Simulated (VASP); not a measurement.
# SiC (P6_3mc) in VASP: notebook

Runs on SiC. Level: PBE. Tasks: single point.

All numbers are computed with VASP 6.6.1; they aren't measurements. Logs are shortened: lines on timing, memory, paths and dates and some standing lists are left out, and cuts for length are marked.

### Step 1. The cell of the first run

Symmetry: P6_3mc, No. 186, hexagonal system. The conventional cell has a = 3.094 Å, b = 3.094 Å, c = 10.399 Å, α = 90.00°, β = 90.00°, γ = 120.00°. Si (site symmetry 3m) has 4 C at 1.90 to 1.96 Å within 2.5 Å. Si (site symmetry 3m) has 4 C at 1.90 to 1.95 Å within 2.5 Å. Within 2.5 Å of C (site symmetry 3m) lie 4 Si at 1.90 to 1.96 Å. Within 2.5 Å of C (site symmetry 3m) lie 4 Si at 1.90 to 1.95 Å.

### Step 2. Single point, PBE

File INCAR:

```
SYSTEM = SiC
PREC = Accurate ; ENCUT = 520
EDIFF = 1E-7 ; ISMEAR = 0
SIGMA = 0.05 ; LREAL = .False.
LASPH = .True. ; NELM = 60
ALGO = Normal ; ISIF = 2
LWAVE = .False. ; LCHARG = .False.
GGA = PE ; NBANDS = 26
```

File KPOINTS:

```
regular mesh
0
Gamma
  12 12 4
  0 0 0
```

File POSCAR:

```
SiC
1.0
    3.0940652517      0.0000000000      0.0000000000
   -1.5470326258      2.6795391090      0.0000000000
    0.0000000000      0.0000000000     10.3993000000
Si C
4 4
Direct
    0.6666666667      0.3333333333      0.9378436843
    0.3333333333      0.6666666667      0.4378436843
    0.0000000000      0.0000000000      0.6878989045
    0.0000000000      0.0000000000      0.1878989045
    0.6666666667      0.3333333333      0.7498087506
    0.3333333333      0.6666666667      0.2498087506
    0.0000000000      0.0000000000      0.5004476606
    0.0000000000      0.0000000000      0.0004476606
```

Potentials or basis: VASP PAW PBE potentials, release 64 (Si, C).

The run is started by

```sh
cat potpaw_PBE.64/Si/POTCAR potpaw_PBE.64/C/POTCAR > POTCAR
mpirun -np 1 vasp_std > vasp.out
```

OUTCAR:

```text
SYSTEM = SiC
   PREC = Accurate
   ENCUT = 520
   EDIFF = 1E-7
   ISMEAR = 0
   LREAL = .False.
   LASPH = .True.
   NELM = 60
   ISIF = 2
   GGA = PE

 ion  position               nearest neighbor table
   1  0.667  0.333  0.938-   8 1.90   8 1.90   8 1.90   5 1.96
   2  0.333  0.667  0.438-   7 1.90   7 1.90   7 1.90   6 1.96
   3  0.000  0.000  0.688-   5 1.90   5 1.90   5 1.90   7 1.95
   4  0.000  0.000  0.188-   6 1.90   6 1.90   6 1.90   8 1.95
   5  0.667  0.333  0.750-   3 1.90   3 1.90   3 1.90   1 1.96
   6  0.333  0.667  0.250-   4 1.90   4 1.90   4 1.90   2 1.96
   7  0.000  0.000  0.500-   2 1.90   2 1.90   2 1.90   3 1.95
   8  0.000  0.000  0.000-   1 1.90   1 1.90   1 1.90   4 1.95

  LATTYP: Found a hexagonal cell.
 ALAT       =     3.0940652517
 C/A-ratio  =     3.3610474098

  Lattice vectors:

 A1 = (   3.0940652517,   0.0000000000,   0.0000000000)
 A2 = (  -1.5470326258,   2.6795391090,   0.0000000000)
 A3 = (   0.0000000000,   0.0000000000,  10.3993000000)

Analysis of symmetry for initial positions (statically):
=====================================================================
 Subroutine PRICEL returns:
 Original cell was already a primitive cell.

 Routine SETGRP: Setting up the symmetry group for a
 hexagonal supercell.

 Subroutine GETGRP returns: Found 12 space group operations
 (whereof  6 operations were pure point group operations)
 out of a pool of 24 trial point group operations.

The static configuration has the point symmetry C_3v.
 The point group associated with its full space group is C_6v.

Analysis of symmetry for dynamics (positions and initial velocities):
=====================================================================
 Subroutine PRICEL returns:
 Original cell was already a primitive cell.

 Routine SETGRP: Setting up the symmetry group for a
 hexagonal supercell.

 Subroutine GETGRP returns: Found 12 space group operations
 (whereof  6 operations were pure point group operations)
 out of a pool of 24 trial point group operations.

The dynamic configuration has the point symmetry C_3v.
 The point group associated with its full space group is C_6v.

 Subroutine INISYM returns: Found 12 space group operations
 (whereof  6 operations are pure point group operations),
 and found     1 'primitive' translations

----------------------------------------------------------------------------------------

                                     Primitive cell

  volume of cell :      86.2172

  direct lattice vectors                    reciprocal lattice vectors
     3.094065252  0.000000000  0.000000000     0.323199389  0.186599254  0.000000000
    -1.547032626  2.679539109  0.000000000     0.000000000  0.373198509  0.000000000
     0.000000000  0.000000000 10.399300000     0.000000000  0.000000000  0.096160318

  length of vectors
     3.094065252  3.094065252 10.399300000     0.373198509  0.373198509  0.096160318

  position of ions in fractional coordinates (direct lattice)
     0.666666667  0.333333333  0.937843684
     0.333333333  0.666666667  0.437843684
     0.000000000  0.000000000  0.687898905
     0.000000000  0.000000000  0.187898905
     0.666666667  0.333333333  0.749808751
     0.333333333  0.666666667  0.249808751
     0.000000000  0.000000000  0.500447661
     0.000000000  0.000000000  0.000447661

  ion indices of the primitive-cell ions
   primitive index   ion index
                 1           1
                 2           2
                 3           3
                 4           4
                 5           5
                 6           6
                 7           7
                 8           8

----------------------------------------------------------------------------------------

 KPOINTS: regular mesh

Automatic generation of k-mesh.
 Grid dimensions read from file:
 generate k-points for:   12   12    4

 Generating k-lattice:

  Cartesian coordinates                     Fractional coordinates (reciprocal lattice)
     0.026933282  0.015549938  0.000000000     0.083333333 -0.000000000  0.000000000
     0.000000000  0.031099876  0.000000000     0.000000000  0.083333333  0.000000000
     0.000000000  0.000000000  0.024040080     0.000000000  0.000000000  0.250000000

  Length of vectors
     0.031099876  0.031099876  0.024040080

  Shift w.r.t. Gamma in fractional coordinates (k-lattice)
     0.000000000  0.000000000  0.000000000

 Subroutine IBZKPT returns following result:
 ===========================================

 Found     57 irreducible k-points:

 Following reciprocal coordinates:
            Coordinates               Weight
  0.000000  0.000000  0.000000      1.000000
  0.083333 -0.000000  0.000000      6.000000
  0.166667  0.000000  0.000000      6.000000
  0.250000  0.000000  0.000000      6.000000
  0.333333  0.000000  0.000000      6.000000
  0.416667  0.000000  0.000000      6.000000
[... 16 lines left out ...]
  0.250000  0.000000  0.250000     12.000000
  0.333333  0.000000  0.250000     12.000000
 [... further k-points ...]
   k-points           NKPTS =     57   k-points in BZ     NKDIM =     57   number of bands    NBANDS=     26
   number of dos      NEDOS =    301   number of ions     NIONS =      8
   total plane-waves  NPLWV =  46080
   dimension x,y,z NGX =    24 NGY =   24 NGZ =   80
   dimension x,y,z NGXF=    48 NGYF=   48 NGZF=  160
   ions per type =               4   4
   NGX,Y,Z   is equivalent  to a cutoff of  12.90, 12.90, 12.79 a.u.
   NGXF,Y,Z  is equivalent  to a cutoff of  25.79, 25.79, 25.58 a.u.
 SYSTEM =  SiC
   PREC   = accura    normal or accurate (medium, high low for compatibility)
   ISTART =      0    job   : 0-new  1-cont  2-samecut
   ICHARG =      2    charge: 1-file 2-atom 10-const
   ISPIN  =      1    spin polarized calculation?
   LNONCOLLINEAR =      F non collinear calculations
   LSORBIT =      F    spin-orbit coupling
   LASPH  =      T    aspherical Exc in radial PAW
   ENCUT  =  520.0 eV  38.22 Ry    6.18 a.u.   5.75  5.75 19.34*2*pi/ulx,y,z
   NELM   =     60;   NELMIN=  2; NELMDL= -5     # of ELM steps
   EDIFF  = 0.1E-06   stopping-criterion for ELM
   LREAL  =      F    real-space projection
   EDIFFG = 0.1E-05   stopping-criterion for IOM
   NSW    =      0    number of steps for IOM
   IBRION =     -1    ionic relax: 0-MD 1-quasi-New 2-CG
   NFREE  =      0    steps in history (QN), initial steepest desc. (CG)
   ISIF   =      2    stress and relaxation
   ISYM   =      2    0-nonsym 1-usesym 2-fastsym
   POTIM  = 0.5000    time-step for ionic-motion
   TEBEG  =    0.0;   TEEND  =   0.0 temperature during run
   PSTRESS=    0.0 pullay stress
   NELECT =      32.0000    total number of electrons
   NUPDOWN=      -1.0000    fix difference up-down
   EMIN   =  10.00;   EMAX   =-10.00  energy-range for DOS
   EFERMI =   0.00;   METHOD = LEGACY
   ISMEAR =     0;   SIGMA  =   0.05  broadening in eV -4-tet -1-fermi 0-gaus
   EFERMI_NEDOS =   21; number of points for ismear=-14 and -15
   IALGO  =     38    algorithm
   IMIX   =      4    mixing-type and parameters
     AMIX     =   0.40;   BMIX     =  1.00
     AMIX_MAG =   1.60;   BMIX_MAG =  1.00
  volume/ion in A,a.u.               =      10.78        72.73
  Fermi-wavevector in a.u.,A,eV,Ry     =   1.176505  2.223271 18.832679  1.384163
  Thomas-Fermi vector in A             =   2.312867
   LORBIT       =      0    0 simple, 1 ext, 2 COOP (PROOUT), +10 PAW based schemes
   GGA     = PE    functional components
   LHFCALC =     F    Hartree Fock is set to
   AEXX    =    0.0000 exact exchange contribution
   IVDW    =     0    specifies the selected vdW correction
   LEPSILON=     F    determine dielectric tensor
   LRPA    =     F    only Hartree local field effects (RPA)
 non-spin polarized calculation
 Gauss-broadening in eV      SIGMA  =   0.05
  energy-cutoff  :      520.00
  volume of cell :       86.22
 maximum number of plane-waves:      2348
 NGX is ok and might be reduce to    24
   NGX = 11   NGY = 11   NGZ = 39

 number of electron      31.9999998 magnetization

 Free energy of the ion-electron system (eV)
  ---------------------------------------------------
  ext. energy  EPLUGINS =         0.00000000
  ---------------------------------------------------
  free energy    TOTEN  =       -60.15072752 eV

  energy without entropy =      -60.15072752  energy(sigma->0) =      -60.15072752

 E-fermi :   8.0001     XC(G=0): -11.1767

 val. band max:        7.7587387424   @ k =   0.0000   0.0000   0.0000
 cond. band min:       9.8547946397   @ k =   0.5000   0.0000   0.0000
 fundamental gap:      2.0960558973
 Fermi energy:         8.0001150962

 k-point     1 :       0.0000    0.0000    0.0000
  band No.  band energies     occupation
      1      -7.4428      2.00000
      2      -6.3508      2.00000
      3      -6.3266      2.00000
      4      -4.2308      2.00000
      5      -0.6940      2.00000
      6       3.2338      2.00000
[... 18 lines left out ...]
     25      14.7834      0.00000
     26      15.6904      0.00000

 k-point     2 :       0.0833   -0.0000    0.0000
  band No.  band energies     occupation
      1      -7.3237      2.00000
      2      -6.2354      2.00000
      3      -6.2107      2.00000
      4      -4.1279      2.00000
      5      -0.5854      2.00000
      6       3.2821      2.00000
[... 18 lines left out ...]
     25      15.1383      0.00000
     26      15.4175      0.00000

 k-point     3 :       0.1667    0.0000    0.0000
  band No.  band energies     occupation
      1      -6.9691      2.00000
      2      -5.8932      2.00000
      3      -5.8668      2.00000
      4      -3.8271      2.00000
      5      -0.2698      2.00000
      6       3.3239      2.00000
[... 572 lines left out ...]
 k-point    23 :       0.2500    0.0000    0.2500
  band No.  band energies     occupation
      1      -6.3214      2.00000
      2      -5.7811      2.00000
      3      -4.7687      2.00000
      4      -3.6099      2.00000
      5       0.5229      2.00000
      6       2.1036      2.00000
[... 18 lines left out ...]
     25      16.2350      0.00000
     26      16.6163      0.00000

 k-point    24 :       0.3333    0.0000    0.2500
  band No.  band energies     occupation
      1      -5.5469      2.00000
      2      -5.0299      2.00000
      3      -4.0776      2.00000
      4      -3.0442      2.00000
      5       0.6052      2.00000
      6       1.1482      2.00000
[... 18 lines left out ...]
     25      15.9762      0.00000
     26      16.7826      0.00000

 [... further k-points ...]

------------------------ aborting loop because EDIFF is reached ----------------------------------------

  FORCE on cell =-STRESS in cart. coord.  units (eV):
  Direction    XX          YY          ZZ          XY          YZ          ZX
  --------------------------------------------------------------------------------------
  -------------------------------------------------------------------------------------
  Total       -0.4577624     -0.4577624     -7.3460420     -0.0000000      0.0000000      0.0000000
  in kB       -8.5066193     -8.5066193   -136.5118389     -0.0000000      0.0000000      0.0000000
  external PRESSURE =     -51.1750258 kB  Pullay stress =       0.0000000 kB

 VOLUME and BASIS-vectors are now :
 -----------------------------------------------------------------------------
  energy-cutoff  :      520.00
  volume of cell :       86.22
      direct lattice vectors                 reciprocal lattice vectors
     3.094065252  0.000000000  0.000000000     0.323199389  0.186599254  0.000000000
    -1.547032626  2.679539109  0.000000000     0.000000000  0.373198509  0.000000000
     0.000000000  0.000000000 10.399300000     0.000000000  0.000000000  0.096160318

 POSITION                                       TOTAL-FORCE (eV/Angst)
 -----------------------------------------------------------------------------------
      1.54703      0.89318      9.75292         0.000000     -0.000000     -0.138333
     -0.00000      1.78636      4.55327        -0.000000      0.000000     -0.138333
      0.00000      0.00000      7.15367        -0.000000      0.000000     -0.180228
      0.00000      0.00000      1.95402         0.000000      0.000000     -0.180228
      1.54703      0.89318      7.79749        -0.000000      0.000000      0.168292
     -0.00000      1.78636      2.59784         0.000000     -0.000000      0.168292
      0.00000      0.00000      5.20431         0.000000     -0.000000      0.150270
      0.00000      0.00000      0.00466        -0.000000      0.000000      0.150270
 -----------------------------------------------------------------------------------
    total drift:                                0.000000      0.000000     -0.000289

  FREE ENERGIE OF THE ION-ELECTRON SYSTEM (eV)
  ---------------------------------------------------
  free  energy   TOTEN  =       -60.1507275153 eV

  energy  without entropy=      -60.1507275153  energy(sigma->0) =      -60.15072752
```

Run time: 94 s. Hardware: 1 thread of Intel Xeon Platinum 8259CL at 2.50GHz (Skylake/Cascade Lake), shared host; peak memory 0.25 GiB.

What came out:

| Quantity | Value |
| --- | --- |
| Free energy | -60.1507 eV |
| Pressure | -5.1 GPa |
| Largest force | 0.180 eV/Å |
| Band gap on the k mesh | 2.10 eV (least direct gap 3.28 eV) |

Forces on the atoms (eV/Å):
```
Si   0.000  0.000 -0.138
Si   0.000  0.000 -0.138
Si   0.000  0.000 -0.180
Si   0.000  0.000 -0.180
C    0.000  0.000  0.168
C    0.000  0.000  0.168
C    0.000  0.000  0.150
C    0.000  0.000  0.150
```

Stress tensor (GPa, compression positive):
```
 -0.85   0.00   0.00
  0.00  -0.85   0.00
  0.00   0.00 -13.65
```

Levels at points of the mesh, in eV from the valence-band top:
```csv
k point,band 13,band 14,band 15,band 16,band 17,band 18,band 19,band 20
"(0.00, 0.00, 0.00)",-0.52,-0.19,0.00,0.00,5.07,5.45,5.62,6.19
"(0.50, 0.00, 0.00)",-2.29,-2.28,-1.65,-1.19,2.10,2.37,4.16,4.36
"(0.00, 0.00, 0.50)",-0.18,-0.18,-0.18,-0.18,5.27,5.27,6.59,6.59
"(0.50, 0.00, 0.50)",-2.50,-2.50,-1.56,-1.56,2.63,2.63,4.03,4.03
```

Caveat: the stress differs along the axes, from -14 to -1 GPa. A k mesh can miss the band edges.

(Continued in part 2 of 2.)
